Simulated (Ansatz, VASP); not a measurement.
**One calculation of Se, two programs**

```
Se
1.0
     2.85665    0.00000    0.00000
     0.00000    2.85665    0.00000
     0.00000    0.00000    2.85665
Se
1
Direct
  0.00000 0.00000 0.00000
```

Change from the starting cell: volume scaled by 1.05, crystal datasets.

Alike in both runs: task electric field gradients; functional PBEsol; k mesh 12 × 12 × 12; occupations fermi-dirac, width 0.03 eV; no spin polarisation.

|  | VASP | Ansatz |
| --- | --- | --- |
| version | VASP 6.6.1 | Ansatz 0.2.0 |
| potentials or method | VASP PAW PBE potentials, release 64 (Se), cutoff 520 eV | all-electron PAW with datasets made for the crystal, scalar-relativistic |

```tsv
	VASP	Ansatz	Ansatz less VASP
pressure (GPa)	-5.1	-5.1	-0.07
```

VASP's potentials were made for PBE, not for PBEsol. Ansatz ran all-electron here, and VASP with PAW potentials.
